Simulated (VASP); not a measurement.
Runs of VASP 6.6.1 on I. The structure is that of space group Fm-3m (No. 225), or close to it. The cells are those of the table. 

```tsv
cell	gap on the mesh (eV)	pressure (GPa)
a = 3.626 Å, angles 60.0°, 1 atom	none	1.0
a = 3.651 Å, angles 60.0°, 1 atom	none	0.4
a = 3.601 Å, angles 60.0°, 1 atom	none	1.7
a = 3.748 Å, angles 60.0°, 1 atom	none	(a)
```

Alike in all rows: task single point; level PBE; potentials or basis VASP PAW PBE potentials, release 64 (I); no spin polarisation; k mesh 36 × 36 × 36; cutoff (eV) 520; smearing fermi-dirac 0.0612256 eV.

Task: Fill in the values left out.

Result: (a) -1.2.

Caveats: spin-orbit coupling is left out, which moves the levels of the heavy elements; an odd number of electrons without spin polarisation forces a metal; a magnetic or distorted state may lie lower.

A k mesh can miss the band edges, and the runs leave out spin-orbit coupling on I.

A gap of «none» marks levels without a gap at the run's occupations.
